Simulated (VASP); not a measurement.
Here is a VASP 6.6.1 calculation.

File INCAR:

```
PREC = Accurate ; ENCUT = 600
EDIFF = 1E-6 ; ISMEAR = -1
SIGMA = 0.02 ; LREAL = False
LASPH = True ; NELM = 60
ALGO = Normal ; ISIF = 3
LWAVE = False ; LCHARG = False
GGA = PS ; IBRION = 2
NSW = 80 ; EDIFFG = -0.005
```

KPOINTS

```
Automatic mesh
0
Gamma
  10 10 10
```

POSCAR

```
LiF
1.0
    0.0000000000      2.1819030187      2.1819030187
    2.1819030187      0.0000000000      2.1819030187
    2.1819030187      2.1819030187      0.0000000000
Li F
1 1
Direct
    0.0000000000      0.0000000000      0.0000000000
    0.2500000000      0.2500000000      0.2500000000
```

Potentials or basis: VASP PAW PBE potentials, release 64 (Li_sv, F).

The run is started by

```sh
$ cat potpaw_PBE.64/Li_sv/POTCAR potpaw_PBE.64/F/POTCAR > POTCAR
$ mpirun -np 1 vasp_std > vasp.out
```

(1) Estimate the relaxed volume.

(2) Predict the space group after relaxing (to 0.05 Å).

Answers

(1) 9.96 Å³/atom.

(2) F-43m (No. 216).

Caveat: the cutoff is under 1.25 times the usual one of these potentials, so pressure, stress and relaxed cells hold a basis-set (Pulay) error; the PAW data sets were made with another functional, which shifts forces and pressure a little.
